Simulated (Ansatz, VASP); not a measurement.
# MgI2 in VASP and in Ansatz

The input INCAR:

```
ALGO = Normal
DIPOL = 0.5 0.5 0.404
EDIFF = 1E-6
ENCUT = 520
GGA = PE
IDIPOL = 3
ISIF = 2
ISMEAR = 0
IVDW = 12
LASPH = True
LCHARG = False
LDIPOL = True
LREAL = False
LWAVE = False
NBANDS = 25
NELM = 60
PREC = Accurate
SIGMA = 0.05
```

File KPOINTS:

```
k-points
0
Gamma
  9 9 1
```

POSCAR

```
MgI2
1.0
    4.1311064662      0.0000000000      0.0000000000
   -2.0655532331      3.5776431455      0.0000000000
    0.0000000000      0.0000000000     24.2265088138
I Mg
4 2
Direct
    0.3333333333      0.6666666667      0.1857469450
    0.6666666667      0.3333333333      0.3245723297
    1.1111111111      1.2222222222      0.4826636185
    0.7777777778      1.5555555556      0.6214890032
    0.0000000000      0.0000000000      0.2551596374
    1.4444444444      1.8888888889      0.5520763108
```

Input for Ansatz:

```yaml
crystal:
  lattice:
    - [4.1311064662, 0.0, 0.0]
    - [-2.0655532331, 3.5776431455, 0.0]
    - [0.0, 0.0, 24.2265088138]
  atoms:
    - { symbol: I, position: [0.3333333333, 0.6666666667, 0.185746945] }
    - { symbol: Mg, position: [0.0, 0.0, 0.2551596374] }
    - { symbol: I, position: [0.6666666667, 0.3333333333, 0.3245723297] }
    - { symbol: I, position: [1.1111111111, 1.2222222222, 0.4826636185] }
    - { symbol: Mg, position: [1.4444444444, 1.8888888889, 0.5520763108] }
    - { symbol: I, position: [0.7777777778, 1.5555555556, 0.6214890032] }
basis:
  ecutwfc: 420
kpoints:
  mp_grid: { grid: [9, 9, 1] }
hamiltonian:
  xc: pbe
  dispersion: d3bj
scf:
  occupations: { method: gaussian, width: 0.05 }
output:
  forces: true
  eigenvalues: true
efield:
  axis: 3
  dipole_correction: true
  ramp_width: 0.04
```

Alike in both runs: task single point; functional PBE; dispersion D3(BJ); k mesh 9 × 9 × 1; occupations gaussian, width 0.05 eV; no spin polarisation.

|  | VASP | Ansatz |
| --- | --- | --- |
| version | VASP 6.6.1 | Ansatz 0.2.0 |
| potentials or method | VASP PAW PBE potentials, release 64 (I, Mg), cutoff 520 eV | scalar-relativistic, plane waves, PAW |
| valence electrons in the cell | 32 | 88 |

VASP gave:

| Quantity | Value |
| --- | --- |
| gap on the k mesh at the Fermi level (eV) | 3.54 |
| least direct gap on the mesh (eV) | 3.91 |
| rms of the force components (eV/Å) | 0.011 |

**Question.** Estimate Ansatz's values.

**Answer.** gap on the k mesh at the Fermi level (eV): 3.56; least direct gap on the mesh (eV): 3.93; rms of the force components (eV/Å): 0.012.

VASP's potentials hold 32 valence electrons a cell and Ansatz's 88, so a difference there can come from the potentials and not from the codes.

Spin-orbit coupling is off throughout.
